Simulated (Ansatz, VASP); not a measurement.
# One calculation of Ge, two programs

Contents of INCAR:

```
PREC = Accurate
ENCUT = 520
EDIFF = 1E-8
ISMEAR = -1
SIGMA = 0.05
LREAL = F
LASPH = T
NELM = 100
ALGO = Normal
ISIF = 2
LWAVE = F
LCHARG = F
GGA = PE
LEFG = T
NBANDS = 21
```

Contents of KPOINTS:

```
Automatic mesh
0
Gamma
  10 10 10
```

Contents of POSCAR:

```
Ge
1.0
    0.0000000000      2.8287700000      2.8570577000
    2.8287700000      0.0000000000      2.8570577000
    2.8287700000      2.8287700000      0.0000000000
Ge
2
Direct
    0.5000000000      0.5000000000      0.5000000000
    0.7500000000      0.7500000000      0.7500000000
```

Input for Ansatz:

```yaml
crystal:
  lattice:
    - [0.0, 2.82877, 2.8570577]
    - [2.82877, 0.0, 2.8570577]
    - [2.82877, 2.82877, 0.0]
  atoms:
    - { symbol: Ge, position: [0.5, 0.5, 0.5] }
    - { symbol: Ge, position: [0.75, 0.75, 0.75] }
kpoints:
  mp_grid: { grid: [10, 10, 10] }
scf:
  occupations: { method: fermi_dirac, width: 0.05 }
hamiltonian:
  xc: pbe
  pseudopotentials: { kind: all_electron, datasets: crystal }
output:
  forces: true
  stress: true
  eigenvalues: true
  efg: { contact_densities: true }
```

Change from the starting cell: zz strain of +1 %, crystal datasets.

Alike in both runs: task electric field gradients; functional PBE; k mesh 10 × 10 × 10; occupations fermi-dirac, width 0.05 eV; no spin polarisation.

|  | VASP | Ansatz |
| --- | --- | --- |
| version | VASP 6.6.1 | Ansatz 0.2.0 |
| potentials or method | VASP PAW PBE potentials, release 64 (Ge_d), cutoff 520 eV | all-electron PAW with datasets made for the crystal, scalar-relativistic |

```csv
,VASP,Ansatz,Ansatz less VASP
pressure (GPa),2.9,2.9,+0.06
"traceless stress, the component that is largest in VASP (GPa)",-0.47,-0.47,-0.002
size of Vzz on the site where it differs most (V/Å²),0.4,0.5,+0.12
```

Ansatz ran all-electron here, and VASP with PAW potentials.
